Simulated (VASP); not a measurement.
# NiGe (k07) (Pnma) in VASP: single point with PBE

Aim: the single point of NiGe (k07) with PBE.

Everything below comes from runs of VASP 6.6.1. Logs are shortened: lines on timing, memory, paths and dates and some standing lists are left out, and cuts for length are marked.

## 1. The cell of the first run

The structure is orthorhombic, space group Pnma (No. 62). The conventional cell has a = 5.389 Å, b = 3.485 Å, c = 5.848 Å, α = 90.00°, β = 90.00°, γ = 90.00°. Within 3.1 Å of Ni (site symmetry m) lie 6 Ge at 2.35 to 2.52 Å and 4 Ni at 2.78 to 2.83 Å. Ge (site symmetry m) has 6 Ni at 2.35 to 2.52 Å and 2 Ge at 2.88 Å within 3.1 Å.

## 2. Single point, PBE

INCAR reads:

```
PREC     = Accurate       # precision mode
ENCUT    = 520            # plane-wave cutoff, eV
EDIFF    = 1E-6           # SCF threshold, eV
ISMEAR   = 0              # smearing method
SIGMA    = 0.1            # smearing width, eV
LREAL    = F              # projectors in reciprocal space
LASPH    = T              # aspherical terms in the spheres
NELM     = 100            # most SCF steps
ALGO     = Normal         # electronic algorithm
ISIF     = 2              # what is computed and relaxed
LWAVE    = F              # write WAVECAR
LCHARG   = T              # write CHGCAR
GGA      = PE             # functional
LELF     = T              # ELF
LVHAR    = T            
NBANDS   = 58             # bands
LUSENCCL = F
```

KPOINTS reads:

```
Automatic mesh
0
Gamma
  10 14 10
```

POSCAR reads:

```
NiGe
1.0
    5.3887141853      0.0000000000      0.0000000000
    0.0000000000      3.4850604595      0.0000000000
    0.0000000000      0.0000000000      5.8482263674
Ni Ge
4 4
Direct
    0.9943778097      0.7500000000      0.1906849452
    0.0056221903      0.2500000000      0.8093150548
    0.5056221903      0.2500000000      0.6906849452
    0.4943778097      0.7500000000      0.3093150548
    0.8099950537      0.7500000000      0.5875133646
    0.1900049463      0.2500000000      0.4124866354
    0.6900049463      0.2500000000      0.0875133646
    0.3099950537      0.7500000000      0.9124866354
```

Potentials or basis: VASP PAW PBE potentials, release 64 (Ni, Ge_d).

Launch:

```
$ cat potpaw_PBE.64/Ni/POTCAR potpaw_PBE.64/Ge_d/POTCAR > POTCAR
$ mpirun -np 1 vasp_std > vasp.out
```

OUTCAR:

```text
PREC = Accurate
   ENCUT = 520
   EDIFF = 1E-6
   ISMEAR = 0
   LREAL = F
   LASPH = T
   NELM = 100
   ISIF = 2
   GGA = PE

 ion  position               nearest neighbor table
   1  0.994  0.750  0.191-   8 2.35   6 2.41   6 2.41   7 2.47   7 2.47   5 2.52   4 2.78   4 2.78
                             2 2.83   2 2.83
   2  0.006  0.250  0.809-   7 2.35   5 2.41   5 2.41   8 2.47   8 2.47   6 2.52   3 2.78   3 2.78
                             1 2.83   1 2.83
   3  0.506  0.250  0.691-   6 2.35   8 2.41   8 2.41   5 2.47   5 2.47   7 2.52   2 2.78   2 2.78
                             4 2.83   4 2.83
   4  0.494  0.750  0.309-   5 2.35   7 2.41   7 2.41   6 2.47   6 2.47   8 2.52   1 2.78   1 2.78
                             3 2.83   3 2.83
   5  0.810  0.750  0.588-   4 2.35   2 2.41   2 2.41   3 2.47   3 2.47   1 2.52   6 2.88   6 2.88

   6  0.190  0.250  0.412-   3 2.35   1 2.41   1 2.41   4 2.47   4 2.47   2 2.52   5 2.88   5 2.88

   7  0.690  0.250  0.088-   2 2.35   4 2.41   4 2.41   1 2.47   1 2.47   3 2.52   8 2.88   8 2.88

   8  0.310  0.750  0.912-   1 2.35   3 2.41   3 2.41   2 2.47   2 2.47   4 2.52   7 2.88   7 2.88

  LATTYP: Found a simple orthorhombic cell.
 ALAT       =     3.4850604595
 B/A-ratio  =     1.5462326258
 C/A-ratio  =     1.6780846230

  Lattice vectors:

 A1 = (   0.0000000000,  -3.4850604595,   0.0000000000)
 A2 = (   5.3887141853,   0.0000000000,   0.0000000000)
 A3 = (   0.0000000000,   0.0000000000,   5.8482263674)

Analysis of symmetry for initial positions (statically):
=====================================================================
 Subroutine PRICEL returns:
 Original cell was already a primitive cell.

 Routine SETGRP: Setting up the symmetry group for a
 simple orthorhombic supercell.

 Subroutine GETGRP returns: Found  8 space group operations
 (whereof  2 operations were pure point group operations)
 out of a pool of  8 trial point group operations.

The static configuration has the point symmetry S_2 .
 The point group associated with its full space group is D_2h.

Analysis of symmetry for dynamics (positions and initial velocities):
=====================================================================
 Subroutine PRICEL returns:
 Original cell was already a primitive cell.

 Routine SETGRP: Setting up the symmetry group for a
 simple orthorhombic supercell.

 Subroutine GETGRP returns: Found  8 space group operations
 (whereof  2 operations were pure point group operations)
 out of a pool of  8 trial point group operations.

The dynamic configuration has the point symmetry S_2 .
 The point group associated with its full space group is D_2h.

 Subroutine INISYM returns: Found  8 space group operations
 (whereof  2 operations are pure point group operations),
 and found     1 'primitive' translations

----------------------------------------------------------------------------------------

                                     Primitive cell

  volume of cell :     109.8297

  direct lattice vectors                    reciprocal lattice vectors
     5.388714185  0.000000000  0.000000000     0.185573026  0.000000000  0.000000000
     0.000000000  3.485060460  0.000000000     0.000000000  0.286939068  0.000000000
     0.000000000  0.000000000  5.848226367     0.000000000  0.000000000  0.170992013

  length of vectors
     5.388714185  3.485060460  5.848226367     0.185573026  0.286939068  0.170992013

  position of ions in fractional coordinates (direct lattice)
     0.994377810  0.750000000  0.190684945
     0.005622190  0.250000000  0.809315055
     0.505622190  0.250000000  0.690684945
     0.494377810  0.750000000  0.309315055
     0.809995054  0.750000000  0.587513365
     0.190004946  0.250000000  0.412486635
     0.690004946  0.250000000  0.087513365
     0.309995054  0.750000000  0.912486635

  ion indices of the primitive-cell ions
   primitive index   ion index
                 1           1
                 2           2
                 3           3
                 4           4
                 5           5
                 6           6
                 7           7
                 8           8

----------------------------------------------------------------------------------------

 KPOINTS: Automatic mesh

Automatic generation of k-mesh.
 Grid dimensions read from file:
 generate k-points for:   10   14   10

 Generating k-lattice:

  Cartesian coordinates                     Fractional coordinates (reciprocal lattice)
     0.018557303  0.000000000  0.000000000     0.100000000  0.000000000  0.000000000
     0.000000000  0.020495648  0.000000000     0.000000000  0.071428571  0.000000000
     0.000000000  0.000000000  0.017099201     0.000000000  0.000000000  0.100000000

  Length of vectors
     0.018557303  0.020495648  0.017099201

  Shift w.r.t. Gamma in fractional coordinates (k-lattice)
     0.000000000  0.000000000  0.000000000

 Subroutine IBZKPT returns following result:
 ===========================================

 Found    288 irreducible k-points:

 Following reciprocal coordinates:
            Coordinates               Weight
  0.000000  0.000000  0.000000      1.000000
  0.100000  0.000000  0.000000      2.000000
  0.200000  0.000000  0.000000      2.000000
  0.300000  0.000000  0.000000      2.000000
  0.400000  0.000000  0.000000      2.000000
  0.500000  0.000000  0.000000      1.000000
[... 16 lines left out ...]
  0.400000  0.214286  0.000000      4.000000
  0.500000  0.214286  0.000000      2.000000
 [... further k-points ...]
   k-points           NKPTS =    288   k-points in BZ     NKDIM =    288   number of bands    NBANDS=     58
   number of dos      NEDOS =    301   number of ions     NIONS =      8
   total plane-waves  NPLWV =  53760
   dimension x,y,z NGX =    40 NGY =   28 NGZ =   48
   dimension x,y,z NGXF=    80 NGYF=   56 NGZF=   96
   ions per type =               4   4
   NGX,Y,Z   is equivalent  to a cutoff of  12.34, 13.36, 13.64 a.u.
   NGXF,Y,Z  is equivalent  to a cutoff of  24.68, 26.71, 27.29 a.u.
 SYSTEM =  unknown system
   PREC   = accura    normal or accurate (medium, high low for compatibility)
   ISTART =      0    job   : 0-new  1-cont  2-samecut
   ICHARG =      2    charge: 1-file 2-atom 10-const
   ISPIN  =      1    spin polarized calculation?
   LNONCOLLINEAR =      F non collinear calculations
   LSORBIT =      F    spin-orbit coupling
   LASPH  =      T    aspherical Exc in radial PAW
   ENCUT  =  520.0 eV  38.22 Ry    6.18 a.u.  10.02  6.48 10.87*2*pi/ulx,y,z
   NELM   =    100;   NELMIN=  2; NELMDL= -5     # of ELM steps
   EDIFF  = 0.1E-05   stopping-criterion for ELM
   LREAL  =      F    real-space projection
   EDIFFG = 0.1E-04   stopping-criterion for IOM
   NSW    =      0    number of steps for IOM
   IBRION =     -1    ionic relax: 0-MD 1-quasi-New 2-CG
   NFREE  =      0    steps in history (QN), initial steepest desc. (CG)
   ISIF   =      2    stress and relaxation
   ISYM   =      2    0-nonsym 1-usesym 2-fastsym
   POTIM  = 0.5000    time-step for ionic-motion
   TEBEG  =    0.0;   TEEND  =   0.0 temperature during run
   PSTRESS=    0.0 pullay stress
   NELECT =      96.0000    total number of electrons
   NUPDOWN=      -1.0000    fix difference up-down
   EMIN   =  10.00;   EMAX   =-10.00  energy-range for DOS
   EFERMI =   0.00;   METHOD = LEGACY
   ISMEAR =     0;   SIGMA  =   0.10  broadening in eV -4-tet -1-fermi 0-gaus
   EFERMI_NEDOS =   21; number of points for ismear=-14 and -15
   IALGO  =     38    algorithm
   IMIX   =      4    mixing-type and parameters
     AMIX     =   0.40;   BMIX     =  1.00
     AMIX_MAG =   1.60;   BMIX_MAG =  1.00
  volume/ion in A,a.u.               =      13.73        92.65
  Fermi-wavevector in a.u.,A,eV,Ry     =   1.565280  2.957950 33.335653  2.450101
  Thomas-Fermi vector in A             =   2.667779
   LORBIT       =      0    0 simple, 1 ext, 2 COOP (PROOUT), +10 PAW based schemes
   GGA     = PE    functional components
   LHFCALC =     F    Hartree Fock is set to
   AEXX    =    0.0000 exact exchange contribution
   IVDW    =     0    specifies the selected vdW correction
   LEPSILON=     F    determine dielectric tensor
   LRPA    =     F    only Hartree local field effects (RPA)
 non-spin polarized calculation
 Gauss-broadening in eV      SIGMA  =   0.10
  energy-cutoff  :      520.00
  volume of cell :      109.83
 maximum number of plane-waves:      2992
   NGX = 21   NGY = 13   NGZ = 21

 number of electron      95.9999939 magnetization

 Free energy of the ion-electron system (eV)
  ---------------------------------------------------
  ext. energy  EPLUGINS =         0.00000000
  ---------------------------------------------------
  free energy    TOTEN  =       -42.41803086 eV

  energy without entropy =      -42.40728587  energy(sigma->0) =      -42.41265837

 E-fermi :   8.6100     XC(G=0): -12.3997

 val. band max:        8.6041304950   @ k =   0.2000   0.0714   0.3000
 cond. band min:       8.6152667190   @ k =   0.3000   0.2857   0.4000
 fundamental gap:      0.0111362240
 Fermi energy:         8.6100155139

 k-point     1 :       0.0000    0.0000    0.0000
  band No.  band energies     occupation
      1     -16.0741      2.00000
      2     -16.0620      2.00000
      3     -16.0558      2.00000
      4     -16.0527      2.00000
      5     -16.0368      2.00000
      6     -16.0188      2.00000
[... 50 lines left out ...]
     57      15.1816      0.00000
     58      15.2205      0.00000

 k-point     2 :       0.1000    0.0000    0.0000
  band No.  band energies     occupation
      1     -16.0737      2.00000
      2     -16.0622      2.00000
      3     -16.0556      2.00000
      4     -16.0525      2.00000
      5     -16.0368      2.00000
      6     -16.0196      2.00000
[... 50 lines left out ...]
     57      14.9010      0.00000
     58      15.0654      0.00000
[... 1279 lines left out ...]
     57      15.1807      0.00000
     58      15.5036      0.00000

 k-point    24 :       0.5000    0.2143    0.0000
  band No.  band energies     occupation
      1     -16.0687      2.00000
      2     -16.0687      2.00000
      3     -16.0415      2.00000
      4     -16.0415      2.00000
      5     -16.0355      2.00000
      6     -16.0355      2.00000
[... 50 lines left out ...]
     57      14.8318      0.00000
     58      14.8318      0.00000

 [... further k-points ...]

------------------------ aborting loop because EDIFF is reached ----------------------------------------

  FORCE on cell =-STRESS in cart. coord.  units (eV):
  Direction    XX          YY          ZZ          XY          YZ          ZX
  --------------------------------------------------------------------------------------
  -------------------------------------------------------------------------------------
  Total        0.1957373      0.1106554      0.1590446      0.0000000      0.0000000      0.0000000
  in kB        2.8553843      1.6142227      2.3201163      0.0000000      0.0000000      0.0000000
  external PRESSURE =       2.2632411 kB  Pullay stress =       0.0000000 kB

 VOLUME and BASIS-vectors are now :
 -----------------------------------------------------------------------------
  energy-cutoff  :      520.00
  volume of cell :      109.83
      direct lattice vectors                 reciprocal lattice vectors
     5.388714185  0.000000000  0.000000000     0.185573026  0.000000000  0.000000000
     0.000000000  3.485060460  0.000000000     0.000000000  0.286939068  0.000000000
     0.000000000  0.000000000  5.848226367     0.000000000  0.000000000  0.170992013

 POSITION                                       TOTAL-FORCE (eV/Angst)
 -----------------------------------------------------------------------------------
      5.35842      2.61380      1.11517        -0.010344     -0.000000     -0.001967
      0.03030      0.87127      4.73306         0.010344      0.000000      0.001967
      2.72465      0.87127      4.03928         0.010344     -0.000000     -0.001967
      2.66406      2.61380      1.80894        -0.010344     -0.000000      0.001967
      4.36483      2.61380      3.43591        -0.001213      0.000000      0.002413
      1.02388      0.87127      2.41232         0.001213      0.000000     -0.002413
      3.71824      0.87127      0.51180         0.001213      0.000000      0.002413
      1.67047      2.61380      5.33643        -0.001213     -0.000000     -0.002413
 -----------------------------------------------------------------------------------
    total drift:                                0.000000      0.000000      0.000000

  FREE ENERGIE OF THE ION-ELECTRON SYSTEM (eV)
  ---------------------------------------------------
  free  energy   TOTEN  =       -42.4180308639 eV

  energy  without entropy=      -42.4072858727  energy(sigma->0) =      -42.41265837
```

Run time: 10 min. Hardware: 1 × NVIDIA H100 80GB with 1 thread of AMD EPYC 7R13 (Zen 3), shared host; peak memory 2.3 GiB.

Results:

| Quantity | Value |
| --- | --- |
| Free energy | -42.4180 eV |
| Pressure | 0.2 GPa |
| Largest force | 0.011 eV/Å |
| Band gap on the k mesh | zero (band 48 reaches 9.70 eV, above the bottom of band 49 at 7.96 eV) |

Forces on the atoms (eV/Å):
```
Ni  -0.010  0.000 -0.002
Ni   0.010  0.000  0.002
Ni   0.010  0.000 -0.002
Ni  -0.010  0.000  0.002
Ge  -0.001  0.000  0.002
Ge   0.001  0.000 -0.002
Ge   0.001  0.000  0.002
Ge  -0.001  0.000 -0.002
```

Stress tensor (GPa, compression positive):
```
0.29 0.00 0.00
0.00 0.16 0.00
0.00 0.00 0.23
```

Levels at points of the mesh, in eV from the Fermi level:
| k point | band 45 | band 46 | band 47 | band 48 | band 49 | band 50 | band 51 | band 52 |
| --- | --- | --- | --- | --- | --- | --- | --- | --- |
| (0.00, 0.00, 0.00) | -1.63 | -1.06 | -0.83 | -0.82 | 0.59 | 0.80 | 3.85 | 3.99 |
| (0.50, 0.00, 0.00) | -1.54 | -1.54 | 0.73 | 0.73 | 1.49 | 1.49 | 3.01 | 3.01 |
| (0.00, 0.50, 0.00) | -1.56 | -1.56 | -1.20 | -1.20 | -0.51 | -0.51 | 1.94 | 1.94 |
| (0.50, 0.50, 0.00) | -1.34 | -1.34 | -1.34 | -1.34 | 0.27 | 0.27 | 0.27 | 0.27 |
| (0.00, 0.00, 0.50) | -1.21 | -1.21 | -0.20 | -0.20 | 1.10 | 1.10 | 2.51 | 2.51 |
| (0.50, 0.00, 0.50) | -0.91 | -0.91 | 0.69 | 0.69 | 2.41 | 2.41 | 2.48 | 2.48 |
| (0.00, 0.50, 0.50) | -1.60 | -1.60 | -1.47 | -1.47 | 0.39 | 0.39 | 0.62 | 0.62 |
| (0.50, 0.50, 0.50) | -1.52 | -1.52 | -1.52 | -1.52 | 2.40 | 2.40 | 2.40 | 2.40 |

Spin polarisation is off, so any magnetic state and its effect on volume and gap are missing.
